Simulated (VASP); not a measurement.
# CoO in VASP: single point with PBEsol

Aim: the single point of CoO with PBEsol.

Everything below comes from runs of VASP 6.6.1. Logs are shortened: lines on timing, memory, paths and dates and some standing lists are left out, and cuts for length are marked.

### 1 The cell of the first run

The cell holds a slab with vacuum, 8 atoms: a = 2.946 Å, b = 2.946 Å, c = 23.250 Å, α = 90.00°, β = 90.00°, γ = 90.00°.

### 2 Single point, PBEsol, collinear spin, ferromagnetic start

Input file INCAR:

```
  PREC = Accurate
  ENCUT = 520
  EDIFF = 1E-6
  ISMEAR = 0
  SIGMA = 0.1
  LREAL = False
  LASPH = True
  NELM = 150
  ALGO = Normal
  ISIF = 2
  LWAVE = False
  LCHARG = False
  ISPIN = 2
  MAGMOM = 2.57 2.57 2.57 2.57 0.32 0.32 0.32 0.32
  LORBIT = 11
  LMAXMIX = 4
  LDIPOL = True
  IDIPOL = 3
  DIPOL = 0.5 0.5 0.502
  GGA = PS
  NBANDS = 44
```

Input file KPOINTS:

```
regular mesh
0
Gamma
  10 10 1
```

Input file POSCAR:

```
CoO
1.0
    2.9464519461      0.0000000000      0.0000000000
    0.0000000000      2.9464519461      0.0000000000
    0.0000000000      0.0000000000     23.2503684546
Co O
4 4
Direct
    0.5000000000      0.5000000000      0.3655856042
    0.0000000000      0.0000000000      0.4551952014
    0.5000000000      0.5000000000      0.5549010991
    0.0000000000      0.0000000000      0.6319807938
    0.0000000000      0.0000000000      0.3655856042
    0.5000000000      0.5000000000      0.4551952014
    0.0000000000      0.0000000000      0.5444391606
    0.5000000000      0.5000000000      0.6418077789
```

Potentials or basis: VASP PAW PBE potentials, release 64 (Co, O).

Launch:

```console
$ cat potpaw_PBE.64/Co/POTCAR potpaw_PBE.64/O/POTCAR > POTCAR
$ mpirun -np 1 vasp_std > vasp.out
```

OUTCAR:

```text
PREC = Accurate
   ENCUT = 520
   EDIFF = 1E-6
   ISMEAR = 0
   LREAL = False
   LASPH = True
   NELM = 150
   ISIF = 2
   ISPIN = 2
   LORBIT = 11
   GGA = PS

 ion  position               nearest neighbor table
   1  0.500  0.500  0.366-   5 2.08   5 2.08   5 2.08   5 2.08   6 2.08   2 2.95   2 2.95   2 2.95
                             2 2.95
   2  0.000  0.000  0.455-   7 2.07   6 2.08   6 2.08   6 2.08   6 2.08   5 2.08   1 2.95   1 2.95
                             1 2.95   1 2.95   3 3.12   3 3.12   3 3.12   3 3.12
   3  0.500  0.500  0.555-   8 2.02   7 2.10   7 2.10   7 2.10   7 2.10   6 2.32   4 2.75   4 2.75
                             4 2.75   4 2.75   2 3.12   2 3.12   2 3.12   2 3.12
   4  0.000  0.000  0.632-   7 2.04   8 2.10   8 2.10   8 2.10   8 2.10   3 2.75   3 2.75   3 2.75
                             3 2.75
   5  0.000  0.000  0.366-   1 2.08   1 2.08   1 2.08   1 2.08   2 2.08
   6  0.500  0.500  0.455-   2 2.08   2 2.08   2 2.08   2 2.08   1 2.08   3 2.32
   7  0.000  0.000  0.544-   4 2.04   2 2.07   3 2.10   3 2.10   3 2.10   3 2.10
   8  0.500  0.500  0.642-   3 2.02   4 2.10   4 2.10   4 2.10   4 2.10

  LATTYP: Found a simple tetragonal cell.
 ALAT       =     2.9464519461
 C/A-ratio  =     7.8909715413

  Lattice vectors:

 A1 = (   2.9464519461,   0.0000000000,   0.0000000000)
 A2 = (   0.0000000000,   2.9464519461,   0.0000000000)
 A3 = (   0.0000000000,   0.0000000000,  23.2503684546)

Analysis of symmetry for initial positions (statically):
=====================================================================
 Subroutine PRICEL returns:
 Original cell was already a primitive cell.

 Routine SETGRP: Setting up the symmetry group for a
 simple tetragonal supercell.

 Subroutine GETGRP returns: Found  8 space group operations
 (whereof  8 operations were pure point group operations)
 out of a pool of 16 trial point group operations.

The static configuration has the point symmetry C_4v.

Analysis of symmetry for dynamics (positions and initial velocities):
=====================================================================
 Subroutine PRICEL returns:
 Original cell was already a primitive cell.

 Routine SETGRP: Setting up the symmetry group for a
 simple tetragonal supercell.

 Subroutine GETGRP returns: Found  8 space group operations
 (whereof  8 operations were pure point group operations)
 out of a pool of 16 trial point group operations.

The dynamic configuration has the point symmetry C_4v.

Analysis of structural, dynamic, and magnetic symmetry:
=====================================================================
 Subroutine PRICEL returns:
 Original cell was already a primitive cell.

 Routine SETGRP: Setting up the symmetry group for a
 simple tetragonal supercell.

 Subroutine GETGRP returns: Found  8 space group operations
 (whereof  8 operations were pure point group operations)
 out of a pool of 16 trial point group operations.

The overall configuration has the point symmetry C_4v.

 Subroutine INISYM returns: Found  8 space group operations
 (whereof  8 operations are pure point group operations),
 and found     1 'primitive' translations

----------------------------------------------------------------------------------------

                                     Primitive cell

  volume of cell :     201.8499

  direct lattice vectors                    reciprocal lattice vectors
     2.946451946  0.000000000  0.000000000     0.339391247  0.000000000  0.000000000
     0.000000000  2.946451946  0.000000000     0.000000000  0.339391247  0.000000000
     0.000000000  0.000000000 23.250368455     0.000000000  0.000000000  0.043010071

  length of vectors
     2.946451946  2.946451946 23.250368455     0.339391247  0.339391247  0.043010071

  position of ions in fractional coordinates (direct lattice)
     0.500000000  0.500000000  0.365585604
     0.000000000  0.000000000  0.455195201
     0.500000000  0.500000000  0.554901099
     0.000000000  0.000000000  0.631980794
     0.000000000  0.000000000  0.365585604
[... 73 lines left out ...]
   PREC   = accura    normal or accurate (medium, high low for compatibility)
   ISTART =      0    job   : 0-new  1-cont  2-samecut
   ICHARG =      2    charge: 1-file 2-atom 10-const
   ISPIN  =      2    spin polarized calculation?
   LNONCOLLINEAR =      F non collinear calculations
   LSORBIT =      F    spin-orbit coupling
   LASPH  =      T    aspherical Exc in radial PAW
   ENCUT  =  520.0 eV  38.22 Ry    6.18 a.u.   5.48  5.48 43.23*2*pi/ulx,y,z
   NELM   =    150;   NELMIN=  2; NELMDL= -5     # of ELM steps
   EDIFF  = 0.1E-05   stopping-criterion for ELM
   LREAL  =      F    real-space projection
   EDIFFG = 0.1E-04   stopping-criterion for IOM
   NSW    =      0    number of steps for IOM
   IBRION =     -1    ionic relax: 0-MD 1-quasi-New 2-CG
   NFREE  =      0    steps in history (QN), initial steepest desc. (CG)
   ISIF   =      2    stress and relaxation
   ISYM   =      2    0-nonsym 1-usesym 2-fastsym
   POTIM  = 0.5000    time-step for ionic-motion
   TEBEG  =    0.0;   TEEND  =   0.0 temperature during run
   PSTRESS=    0.0 pullay stress
   NELECT =      60.0000    total number of electrons
   NUPDOWN=      -1.0000    fix difference up-down
   EMIN   =  10.00;   EMAX   =-10.00  energy-range for DOS
   EFERMI =   0.00;   METHOD = LEGACY
   ISMEAR =     0;   SIGMA  =   0.10  broadening in eV -4-tet -1-fermi 0-gaus
   EFERMI_NEDOS =   21; number of points for ismear=-14 and -15
   IALGO  =     38    algorithm
   IMIX   =      4    mixing-type and parameters
     AMIX     =   0.40;   BMIX     =  1.00
     AMIX_MAG =   1.60;   BMIX_MAG =  1.00
  volume/ion in A,a.u.               =      25.23       170.27
  Fermi-wavevector in a.u.,A,eV,Ry     =   1.092569  2.064657 16.241384  1.193708
  Thomas-Fermi vector in A             =   2.228838
   LORBIT       =     11    0 simple, 1 ext, 2 COOP (PROOUT), +10 PAW based schemes
   GGA     = PS    functional components
   LHFCALC =     F    Hartree Fock is set to
   AEXX    =    0.0000 exact exchange contribution
   IVDW    =     0    specifies the selected vdW correction
   LEPSILON=     F    determine dielectric tensor
   LRPA    =     F    only Hartree local field effects (RPA)
 spin polarized calculation
 Gauss-broadening in eV      SIGMA  =   0.10
  energy-cutoff  :      520.00
  volume of cell :      201.85
 maximum number of plane-waves:      5487
 NGX is ok and might be reduce to    24
   NGX = 11   NGY = 11   NGZ = 87

 number of electron      59.9999995 magnetization      10.1363233

 dipolmoment           0.000000      0.000000     -0.001613 electrons x Angstroem

 number of electron      59.9999995 magnetization       8.4965242

 dipolmoment           0.000000      0.000000      0.030918 electrons x Angstroem

 Free energy of the ion-electron system (eV)
  ---------------------------------------------------
  ext. energy  EPLUGINS =         0.00000000
  ---------------------------------------------------
  free energy    TOTEN  =       -54.81822606 eV

  energy without entropy =      -54.75295449  energy(sigma->0) =      -54.78559027

 E-fermi :   0.3625     XC(G=0):  -5.3371

 val. band max:        0.3590752556   @ k =   0.4000   0.4000   0.0000
 cond. band min:       0.3648135367   @ k =   0.4000   0.3000   0.0000
 fundamental gap:      0.0057382812
 Fermi energy:         0.3625067948

 spin component 1

 k-point     1 :       0.0000    0.0000    0.0000
  band No.  band energies     occupation
      1     -20.1268      1.00000
      2     -19.5378      1.00000
      3     -19.0876      1.00000
      4     -18.8101      1.00000
      5      -6.9589      1.00000
      6      -6.0643      1.00000
[... 934 lines left out ...]
     41       9.8017      0.00000
     42       9.8017      0.00000
 Fermi energy:         0.3625067948

 spin component 2

 k-point     1 :       0.0000    0.0000    0.0000
  band No.  band energies     occupation
      1     -19.7359      1.00000
      2     -19.1071      1.00000
      3     -18.7921      1.00000
      4     -18.2872      1.00000
      5      -6.5810      1.00000
      6      -5.4493      1.00000
[... 934 lines left out ...]
     41      10.1807      0.00000
     42      10.1808      0.00000
 [bands above 42 left out]

------------------------ aborting loop because EDIFF is reached ----------------------------------------

 vacuum level on the upper side and lower side of the slab       (xc-potential included)         0.322        -0.316

  FORCE on cell =-STRESS in cart. coord.  units (eV):
  Direction    XX          YY          ZZ          XY          YZ          ZX
  --------------------------------------------------------------------------------------
  -------------------------------------------------------------------------------------
  Total       -7.9359472     -7.9359472     -2.3241792      0.0000000      0.0000000      0.0000000
  in kB      -62.9913317    -62.9913317    -18.4480996      0.0000000      0.0000000      0.0000000
  external PRESSURE =     -48.1435877 kB  Pullay stress =       0.0000000 kB

 VOLUME and BASIS-vectors are now :
 -----------------------------------------------------------------------------
  energy-cutoff  :      520.00
  volume of cell :      201.85
      direct lattice vectors                 reciprocal lattice vectors
     2.946451946  0.000000000  0.000000000     0.339391247  0.000000000  0.000000000
     0.000000000  2.946451946  0.000000000     0.000000000  0.339391247  0.000000000
     0.000000000  0.000000000 23.250368455     0.000000000  0.000000000  0.043010071

 POSITION                                       TOTAL-FORCE (eV/Angst)
 -----------------------------------------------------------------------------------
      1.47323      1.47323      8.50000         0.000000     -0.000000      0.634225
      0.00000      0.00000     10.58346        -0.000000     -0.000000     -0.007367
      1.47323      1.47323     12.90166        -0.000000     -0.000000      0.504194
      0.00000      0.00000     14.69379        -0.000000     -0.000000     -0.181282
      0.00000      0.00000      8.50000        -0.000000      0.000000     -0.364457
      1.47323      1.47323     10.58346        -0.000000     -0.000000      0.031289
      0.00000      0.00000     12.65841        -0.000000     -0.000000     -0.258078
      1.47323      1.47323     14.92227        -0.000000     -0.000000     -0.358523
 -----------------------------------------------------------------------------------
    total drift:                                0.000000     -0.000000      0.001210

  FREE ENERGIE OF THE ION-ELECTRON SYSTEM (eV)
  ---------------------------------------------------
  free  energy   TOTEN  =       -54.8182260560 eV

  energy  without entropy=      -54.7529544861  energy(sigma->0) =      -54.78559027

 vacuum level on the upper side and lower side of the slab         5.034         4.379

 total charge

# of ion       s       p       d       tot
------------------------------------------
    1        0.304   0.352   7.166   7.822
    2        0.319   0.407   7.180   7.905
    3        0.312   0.396   7.214   7.922
    4        0.293   0.347   7.320   7.960
    5        1.551   3.381   0.000   4.932
    6        1.554   3.402   0.000   4.956
    7        1.554   3.401   0.000   4.956
    8        1.557   3.334   0.000   4.891
--------------------------------------------------
tot          7.444  15.020  28.880  51.344

 magnetization (x)

# of ion       s       p       d       tot
------------------------------------------
    1        0.025   0.024   2.375   2.424
    2        0.014   0.013   2.333   2.360
    3        0.018   0.020   2.420   2.457
    4        0.005  -0.010   0.190   0.186
    5        0.023   0.234   0.000   0.257
    6        0.029   0.271   0.000   0.300
    7        0.024   0.189   0.000   0.213
    8        0.009   0.120   0.000   0.129
--------------------------------------------------
tot          0.146   0.861   7.317   8.325
```

Wall time 33 min (1 thread of Intel Xeon Platinum 8259CL at 2.50GHz (Skylake/Cascade Lake), shared host); peak memory 0.51 GiB.

Results:

- Free energy: -54.8182 eV
- Largest force: 0.634 eV/Å
- Net moment: 8.50 μB per cell
- Site moments: Co +2.42, +2.36, +2.46, +0.19; O +0.26, +0.30, +0.21, +0.13 μB
- Valence electrons inside the program's atomic spheres: Co 7.82, 7.91, 7.92, 7.96; O 4.93, 4.96, 4.89

Forces in eV/Å, atoms in the order of the input:
```
Co   0.000  0.000  0.634
Co   0.000  0.000 -0.007
Co   0.000  0.000  0.504
Co   0.000  0.000 -0.181
O    0.000  0.000 -0.364
O    0.000  0.000  0.031
O    0.000  0.000 -0.258
O    0.000  0.000 -0.359
```

Caveat: the PAW data sets were made with another functional, which shifts forces and pressure a little; semilocal functionals often make such compounds metallic where correlation or magnetic order opens a gap, which also shifts bond lengths. With open d or f shells a metallic result of PBEsol can be an artefact of self-interaction; +U or a hybrid may open a gap.
